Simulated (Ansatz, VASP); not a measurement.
**LiH: VASP beside Ansatz**

```xyz
2
Lattice="-0.0204 2.0368 2.0368 2.0368 -0.0204 2.0368 2.0164 2.0164 0.0000" Properties=species:S:1:pos:R:3 pbc="T T T"
Li    0.0000    0.0000    0.0000
H     2.0164    2.0164    2.0368
```

Alike in both runs: functional PBEsol; k mesh 9 × 9 × 9; occupations fermi-dirac, width 0.05 eV; no spin polarisation.

|  | VASP | Ansatz |
| --- | --- | --- |
| version | VASP 6.6.1 | Ansatz 0.2.0 |
| potentials or method | VASP PAW PBE potentials, release 64 (Li_sv, H) | Ansatz PAW |
| plane-wave cutoff (eV) | 520 | 420 |
| valence electrons in the cell | 4 | 4 |
| task | single point | band structure |

|  | VASP | Ansatz | Ansatz less VASP |
| --- | --- | --- | --- |
| gap on the k mesh at the Fermi level (eV) | 3.05 | 3.05 | +0.001 |
| least direct gap on the mesh (eV) | 3.06 | 3.06 | +0.001 |

VASP's potentials were made for PBE, not for PBEsol.

Noted on VASP's run: the cutoff is short for stress, so the pressure is rough. Noted on Ansatz's run: the k mesh misses the band edges, so the gap on the mesh is wider than the one along the path.
